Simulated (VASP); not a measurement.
Input of a VASP 6.6.1 run:

INCAR

```
SYSTEM = Al3H
  ALGO = Normal
  DIPOL = 0.5 0.5 0.359
  EDIFF = 1E-7
  ENCUT = 520
  GGA = PE
  IDIPOL = 3
  ISIF = 2
  ISMEAR = 0
  LASPH = .True.
  LCHARG = .False.
  LDIPOL = .True.
  LREAL = .False.
  LWAVE = .False.
  NBANDS = 13
  NELM = 100
  PREC = Accurate
  SIGMA = 0.1
```

The input KPOINTS:

```
k-points
0
Gamma
  9 9 1
  0 0 0
```

Contents of POSCAR:

```
Al3H
1.0
    2.8567582918      0.0000000000      0.0000000000
   -1.4283791459      2.4740252532      0.0000000000
    0.0000000000      0.0000000000     20.1013782055
Al H
3 1
Direct
    0.6666666667      0.3333333333      0.1989913308
    0.3333333333      0.6666666667      0.3134471548
    0.0000000000      0.0000000000      0.4278999240
    0.0000000000      0.3333333333      0.4946912443
```

Potentials or basis: VASP PAW PBE potentials, release 64 (Al, H).

The run is started by

```console
$ cat potpaw_PBE.64/Al/POTCAR potpaw_PBE.64/H/POTCAR > POTCAR
$ mpirun -np 1 vasp_std > vasp.out
```

Problem. What does it give for the largest force?

Solution. 0.298 eV/Å.

Problem. What does it give for the band gap on the k mesh?

Solution. Zero (band 5 reaches 1.01 eV, above the bottom of band 6 at -0.92 eV).

Forces on the atoms (eV/Å):
```
Al  -0.035  0.023 -0.139
Al   0.048  0.046  0.290
Al   0.088 -0.140 -0.152
H   -0.101  0.071  0.000
```
